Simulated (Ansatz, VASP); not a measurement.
RbBr in VASP and in Ansatz

File INCAR:

```
PREC = Accurate ; ENCUT = 520
EDIFF = 1E-6 ; ISMEAR = 0
SIGMA = 0.05 ; LREAL = False
LASPH = True ; NELM = 60
ALGO = Normal ; ISIF = 2
LWAVE = False ; LCHARG = False
GGA = PS ; NBANDS = 15
```

Contents of KPOINTS:

```
regular mesh
0
Gamma
  6 6 6
```

File POSCAR:

```
RbBr
1.0
    4.1260773000      0.0000000000      0.0000000000
    0.0000000000      4.1260773000      0.0000000000
    0.0000000000      0.0000000000      4.1260773000
Rb Br
1 1
Direct
    0.0000000000      0.0000000000      0.0000000000
    0.5000000000      0.5000000000      0.5454426775
```

Input for Ansatz:

```yaml
crystal:
  lattice:
    - [4.1260773, 0.0, 0.0]
    - [0.0, 4.1260773, 0.0]
    - [0.0, 0.0, 4.1260773]
  atoms:
    - { symbol: Rb, position: [0.0, 0.0, 0.0] }
    - { symbol: Br, position: [0.5, 0.5, 0.5454426775] }
basis:
  ecutwfc: 420
kpoints:
  mp_grid: { grid: [6, 6, 6] }
hamiltonian:
  xc: pbesol
scf:
  occupations: { method: gaussian, width: 0.05 }
output:
  forces: true
  stress: true
  eigenvalues: true
```

Change from the starting cell: all Br atoms moved +0.188 Å, as atom 2 along Cartesian [0 0 1].

Alike in both runs: task single point; functional PBEsol; k mesh 6 × 6 × 6; occupations gaussian, width 0.05 eV; no spin polarisation.

|  | VASP | Ansatz |
| --- | --- | --- |
| version | VASP 6.6.1 | Ansatz 0.2.0 |
| potentials or method | VASP PAW PBE potentials, release 64 (Rb_sv, Br), cutoff 520 eV | scalar-relativistic, plane waves, PAW |
| valence electrons in the cell | 16 | 16 |

|  | VASP | Ansatz | Ansatz less VASP |
| --- | --- | --- | --- |
| gap on the k mesh at the Fermi level (eV) | 3.91 | 3.92 | +0.002 |
| least direct gap on the mesh (eV) | 4.07 | 4.07 | +0.001 |
| pressure (GPa) | -0.4 | -0.4 | -0.04 |
| rms of the force components (eV/Å) | 0.073 | 0.072 | -0.0014 |

VASP's potentials were made for PBE, not for PBEsol. Atom by atom the forces differ by 0.001 eV/Å (rms over components).
